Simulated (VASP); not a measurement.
# AgCl (Chlorargyrite) (Fm-3m) in VASP: further runs

The runs below take AgCl (Chlorargyrite) through single point, relaxation of cell and atoms, with PBE.

Program: VASP 6.6.1. These are calculated values, not measurements. Logs are shortened: lines on timing, memory, paths and dates and some standing lists are left out, and cuts for length are marked.

## (1) The cell of the first run

It takes space group Fm-3m (No. 225, cubic). The conventional cell has a = 5.611 Å, b = 5.611 Å, c = 5.611 Å, α = 90.00°, β = 90.00°, γ = 90.00°. Within 3.7 Å of Ag (site symmetry m-3m) lie 6 Cl at 2.81 Å. Within 3.7 Å of Cl (site symmetry m-3m) lie 6 Ag at 2.81 Å.

## (2) Single point, PBE, non-collinear spin, zero start, spin-orbit coupling

INCAR

```
SYSTEM = AgCl
PREC = Accurate ; ENCUT = 520
EDIFF = 1E-6 ; ISMEAR = -1
SIGMA = 0.02 ; LREAL = .False.
LASPH = .True. ; NELM = 150
ALGO = Normal ; ISIF = 2
LWAVE = .False. ; LCHARG = .False.
MAGMOM = 0 0 0 0 0 0 ; LORBIT = 11
LSORBIT = .True. ; GGA_COMPAT = .False.
LORBMOM = .True. ; LMAXMIX = 4
GGA = PE ; NBANDS = 30
```

KPOINTS

```
Automatic mesh
0
Gamma
  9 9 9
  0 0 0
```

POSCAR

```
AgCl
1.0
    0.0000000000      2.8053350663      2.8053350663
    2.8053350663      0.0000000000      2.8053350663
    2.8053350663      2.8053350663      0.0000000000
Ag Cl
1 1
Direct
    0.0000000000      0.0000000000      0.0000000000
    0.5000000000      0.5000000000      0.5000000000
```

Potentials or basis: VASP PAW PBE potentials, release 64 (Ag, Cl).

Started as:

```
cat potpaw_PBE.64/Ag/POTCAR potpaw_PBE.64/Cl/POTCAR > POTCAR
mpirun -np 1 vasp_ncl > vasp.out
```

OUTCAR:

```text
SYSTEM = AgCl
   PREC = Accurate
   ENCUT = 520
   EDIFF = 1E-6
   ISMEAR = -1
   LREAL = .False.
   LASPH = .True.
   NELM = 150
   ISIF = 2
   LORBIT = 11
   LSORBIT = .True.
   GGA = PE

 ion  position               nearest neighbor table
   1  0.000  0.000  0.000-   2 2.81   2 2.81   2 2.81   2 2.81   2 2.81   2 2.81
   2  0.500  0.500  0.500-   1 2.81   1 2.81   1 2.81   1 2.81   1 2.81   1 2.81

  LATTYP: Found a face centered cubic cell.
 ALAT       =     5.6106701326

  Lattice vectors:

 A1 = (   0.0000000000,   2.8053350663,   2.8053350663)
 A2 = (   2.8053350663,   0.0000000000,   2.8053350663)
 A3 = (   2.8053350663,   2.8053350663,   0.0000000000)

Analysis of symmetry for initial positions (statically):
=====================================================================
 Subroutine PRICEL returns:
 Original cell was already a primitive cell.

 Routine SETGRP: Setting up the symmetry group for a
 face centered cubic supercell.

 Subroutine GETGRP returns: Found 48 space group operations
 (whereof 48 operations were pure point group operations)
 out of a pool of 48 trial point group operations.

The static configuration has the point symmetry O_h .

Analysis of symmetry for dynamics (positions and initial velocities):
=====================================================================
 Subroutine PRICEL returns:
 Original cell was already a primitive cell.

 Routine SETGRP: Setting up the symmetry group for a
 face centered cubic supercell.

 Subroutine GETGRP returns: Found 48 space group operations
 (whereof 48 operations were pure point group operations)
 out of a pool of 48 trial point group operations.

The dynamic configuration has the point symmetry O_h .

Analysis of structural, dynamic, and magnetic symmetry:
=====================================================================
 Subroutine PRICEL returns:
 Original cell was already a primitive cell.

 Routine SETGRP: Setting up the symmetry group for a
 face centered cubic supercell.

 Subroutine GETGRP returns: Found 48 space group operations
 (whereof 48 operations were pure point group operations)
 out of a pool of 48 trial point group operations.

The overall configuration has the point symmetry O_h .

 Subroutine INISYM returns: Found 48 space group operations
 (whereof 48 operations are pure point group operations),
 and found     1 'primitive' translations

----------------------------------------------------------------------------------------

                                     Primitive cell

  volume of cell :      44.1554

  direct lattice vectors                    reciprocal lattice vectors
     0.000000000  2.805335066  2.805335066    -0.178231829  0.178231829  0.178231829
     2.805335066  0.000000000  2.805335066     0.178231829 -0.178231829  0.178231829
     2.805335066  2.805335066  0.000000000     0.178231829  0.178231829 -0.178231829

  length of vectors
     3.967342898  3.967342898  3.967342898     0.308706583  0.308706583  0.308706583

  position of ions in fractional coordinates (direct lattice)
     0.000000000  0.000000000  0.000000000
     0.500000000  0.500000000  0.500000000

  ion indices of the primitive-cell ions
   primitive index   ion index
                 1           1
                 2           2

----------------------------------------------------------------------------------------

 KPOINTS: Automatic mesh

Automatic generation of k-mesh.
 Grid dimensions read from file:
 generate k-points for:    9    9    9

 Generating k-lattice:

  Cartesian coordinates                     Fractional coordinates (reciprocal lattice)
    -0.019803537  0.019803537  0.019803537     0.111111111  0.000000000  0.000000000
     0.019803537 -0.019803537  0.019803537     0.000000000  0.111111111  0.000000000
     0.019803537  0.019803537 -0.019803537     0.000000000  0.000000000  0.111111111

[... 91 lines left out ...]
   NGX = 15   NGY = 15   NGZ = 15

 number of electron      18.0000000 magnetization       0.0000000      0.0000000      0.0000000

 number of electron      17.9999995 magnetization      -0.0000000     -0.0000000     -0.0000000

 number of electron      17.9999995 magnetization       0.0000000     -0.0000000      0.0000000

 number of electron      17.9999995 magnetization      -0.0000000      0.0000000     -0.0000000

 Free energy of the ion-electron system (eV)
  ---------------------------------------------------
  ext. energy  EPLUGINS =         0.00000000
  ---------------------------------------------------
  free energy    TOTEN  =        -5.42151340 eV

  energy without entropy =       -5.42151340  energy(sigma->0) =       -5.42151340

 E-fermi :   3.8312     XC(G=0):  -9.7853

 val. band max:        3.3825639956   @ k =   0.4444   0.0000   0.0000
 cond. band min:       4.3052010174   @ k =   0.0000   0.0000   0.0000
 fundamental gap:      0.9226370218
 Fermi energy:         3.8311653802

 k-point     1 :       0.0000    0.0000    0.0000
  band No.  band energies     occupation
      1     -11.5353      1.00000
      2     -11.5353      1.00000
      3       0.7712      1.00000
      4       0.7712      1.00000
      5       0.7712      1.00000
      6       0.7712      1.00000
[... 781 lines left out ...]
     29      18.7236      0.00000
     30      18.7465      0.00000

 [... further k-points ...]
[... 5 lines left out ...]
  --------------------------------------------------------------------------------------
  -------------------------------------------------------------------------------------
  Total       -0.0389188     -0.0389188     -0.0389188      0.0000000      0.0000000      0.0000000
  in kB       -1.4121648     -1.4121648     -1.4121648      0.0000000      0.0000000      0.0000000
  external PRESSURE =      -1.4121648 kB  Pullay stress =       0.0000000 kB

 VOLUME and BASIS-vectors are now :
 -----------------------------------------------------------------------------
  energy-cutoff  :      520.00
  volume of cell :       44.16
      direct lattice vectors                 reciprocal lattice vectors
     0.000000000  2.805335066  2.805335066    -0.178231829  0.178231829  0.178231829
     2.805335066  0.000000000  2.805335066     0.178231829 -0.178231829  0.178231829
     2.805335066  2.805335066  0.000000000     0.178231829  0.178231829 -0.178231829

 POSITION                                       TOTAL-FORCE (eV/Angst)
 -----------------------------------------------------------------------------------
      0.00000      0.00000      0.00000        -0.000000     -0.000000     -0.000000
      2.80534      2.80534      2.80534         0.000000      0.000000      0.000000
 -----------------------------------------------------------------------------------
    total drift:                                0.000000      0.000000      0.000000

  FREE ENERGIE OF THE ION-ELECTRON SYSTEM (eV)
  ---------------------------------------------------
  free  energy   TOTEN  =        -5.4215133994 eV

  energy  without entropy=       -5.4215133994  energy(sigma->0) =       -5.42151340

 orbital moment (x)

 # of ion     p       d       tot
 ----------------------------------------
  1         0.000   0.000   0.000
  2         0.000   0.000   0.000
 ----------------------------------------
            0.000   0.000   0.000

 orbital moment (y)

 # of ion     p       d       tot
 ----------------------------------------
  1         0.000   0.000   0.000
  2         0.000   0.000   0.000
 ----------------------------------------
            0.000   0.000   0.000

 orbital moment (z)

 # of ion     p       d       tot
 ----------------------------------------
  1         0.000   0.000   0.000
  2         0.000   0.000   0.000
 ----------------------------------------
            0.000   0.000   0.000

 Spin-Orbit-Coupling matrix elements

 Ion:    1  E_soc:     -0.0370673
 l=   1
     0.0000000    -0.0007681    -0.0007681
    -0.0007681     0.0000000    -0.0007681
    -0.0007681    -0.0007681     0.0000000
 l=   2
     0.0000000    -0.0011009     0.0000000    -0.0011009    -0.0043088
    -0.0011009     0.0000000    -0.0032316    -0.0011009    -0.0010772
     0.0000000    -0.0032316     0.0000000    -0.0032316     0.0000000
    -0.0011009    -0.0011009    -0.0032316     0.0000000    -0.0010772
    -0.0043088    -0.0010772     0.0000000    -0.0010772     0.0000000
 l=   3
     0.0000000     0.0000000     0.0000000     0.0000000     0.0000000     0.0000000     0.0000000
     0.0000000     0.0000000     0.0000000     0.0000000     0.0000000     0.0000000     0.0000000
     0.0000000     0.0000000     0.0000000     0.0000000     0.0000000     0.0000000     0.0000000
     0.0000000     0.0000000     0.0000000     0.0000000     0.0000000     0.0000000     0.0000000
     0.0000000     0.0000000     0.0000000     0.0000000     0.0000000     0.0000000     0.0000000
     0.0000000     0.0000000     0.0000000     0.0000000     0.0000000     0.0000000     0.0000000
     0.0000000     0.0000000     0.0000000     0.0000000     0.0000000     0.0000000     0.0000000

 Ion:    2  E_soc:     -0.0034563
 l=   1
     0.0000000    -0.0005760    -0.0005760
    -0.0005760     0.0000000    -0.0005760
    -0.0005760    -0.0005760     0.0000000
 l=   2
     0.0000000     0.0000000     0.0000000     0.0000000     0.0000000
     0.0000000     0.0000000     0.0000000     0.0000000     0.0000000
     0.0000000     0.0000000     0.0000000     0.0000000     0.0000000
     0.0000000     0.0000000     0.0000000     0.0000000     0.0000000
     0.0000000     0.0000000     0.0000000     0.0000000     0.0000000
 l=   3
     0.0000000     0.0000000     0.0000000     0.0000000     0.0000000     0.0000000     0.0000000
     0.0000000     0.0000000     0.0000000     0.0000000     0.0000000     0.0000000     0.0000000
     0.0000000     0.0000000     0.0000000     0.0000000     0.0000000     0.0000000     0.0000000
     0.0000000     0.0000000     0.0000000     0.0000000     0.0000000     0.0000000     0.0000000
     0.0000000     0.0000000     0.0000000     0.0000000     0.0000000     0.0000000     0.0000000
     0.0000000     0.0000000     0.0000000     0.0000000     0.0000000     0.0000000     0.0000000
     0.0000000     0.0000000     0.0000000     0.0000000     0.0000000     0.0000000     0.0000000

 total charge

# of ion       s       p       d       tot
------------------------------------------
    1        0.190   0.128   9.372   9.690
    2        1.603   3.470   0.000   5.072
--------------------------------------------------
tot          1.792   3.598   9.372  14.762

 magnetization (x)

# of ion       s       p       d       tot
------------------------------------------
    1       -0.000  -0.000  -0.000  -0.000
    2        0.000   0.000   0.000   0.000
--------------------------------------------------
tot         -0.000  -0.000  -0.000  -0.000

 magnetization (y)

# of ion       s       p       d       tot
------------------------------------------
    1        0.000   0.000  -0.000  -0.000
    2       -0.000  -0.000   0.000  -0.000
--------------------------------------------------
tot         -0.000  -0.000  -0.000  -0.000

 magnetization (z)

# of ion       s       p       d       tot
------------------------------------------
    1        0.000  -0.000   0.000  -0.000
    2       -0.000   0.000   0.000   0.000
--------------------------------------------------
tot         -0.000   0.000   0.000   0.000
```

It took 2.3 min on 1 thread of Oxide Virtual Turin-like, shared host; peak memory 0.27 GiB.

What came out:

```
Free energy                                           : -5.4215 eV
Pressure                                              : -0.1 GPa
Net moment                                            : 0.00 μB per cell
Valence electrons inside the program's atomic spheres : Ag 9.69; Cl 5.07
```

Moments on the atoms (μB; x, y, z):
```
Ag  0.00 0.00 0.00
Cl  0.00 0.00 0.00
```

## (3) Single point, PBE, non-collinear spin, zero start, spin-orbit coupling

INCAR

```
SYSTEM = AgCl
ALGO = Normal
EDIFF = 1E-6
ENCUT = 520
GGA = PE
GGA_COMPAT = .FALSE.
ISIF = 2
ISMEAR = 1
LASPH = .TRUE.
LCHARG = .TRUE.
LMAXMIX = 4
LNONCOLLINEAR = .TRUE.
LORBIT = 11
LORBMOM = .TRUE.
LREAL = .FALSE.
LSORBIT = .TRUE.
LVHAR = .TRUE.
LWAVE = .FALSE.
MAGMOM = 0 0 0 0 0 0
NBANDS = 30
NELM = 150
PREC = Accurate
SIGMA = 0.001
```

KPOINTS

```
k-points
0
G
  9 9 9
  0 0 0
```

POSCAR is that of step 2.

Potentials or basis: VASP PAW PBE potentials, release 64 (Ag, Cl).

Started as:

```
cat potpaw_PBE.64/Ag/POTCAR potpaw_PBE.64/Cl/POTCAR > POTCAR
mpirun -np 1 vasp_ncl > vasp.out
```

Run time: 1.8 min. Hardware: 1 thread of Oxide Virtual Turin-like, shared host; peak memory 0.28 GiB.

Results (log left out):

```
Free energy                                           : -5.4215 eV
Pressure                                              : -0.1 GPa
Net moment                                            : 0.00 μB per cell
Valence electrons inside the program's atomic spheres : Ag 9.69; Cl 5.07
```

Moments on the atoms (μB; x, y, z):
```
Ag  0.00 0.00 0.00
Cl  0.00 0.00 0.00
```

(Part 1 of 2 ends here.)
